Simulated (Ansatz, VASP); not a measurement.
# Pb: VASP beside Ansatz

```
Pb
1.0
     3.52437    0.00000    0.00000
    -1.76218    3.05219    0.00000
     0.00000    0.00000   11.49524
Pb
4
Direct
  0.66667 0.33333 0.75000
  0.00000 0.00000 0.50000
  0.33333 0.66667 0.25000
  0.00000 0.00000 0.00000
```

Alike in both runs: task single point; functional PBEsol; k mesh 9 × 9 × 3; occupations fermi-dirac, width 0.05 eV; no spin polarisation.

|  | VASP | Ansatz |
| --- | --- | --- |
| version | VASP 6.6.1 | Ansatz 0.2.0 |
| potentials or method | VASP PAW PBE potentials, release 64 (Pb_d), cutoff 520 eV | all-electron LAPW, scalar-relativistic |

Ansatz gave:

```
gap on the k mesh at the Fermi level (eV)                     : none
pressure (GPa)                                                : -1.5
traceless stress, the component that is largest in VASP (GPa) : 0.31
```

Task: Estimate VASP's values.

Result: gap on the k mesh at the Fermi level (eV): none; pressure (GPa): -1.6; traceless stress, the component that is largest in VASP (GPa): 0.30.

VASP's potentials were made for PBE, not for PBEsol. A gap of «none» marks a metal or a gap that the smearing closes. Ansatz ran all-electron here, and VASP with PAW potentials.

Spin-orbit coupling is off throughout.
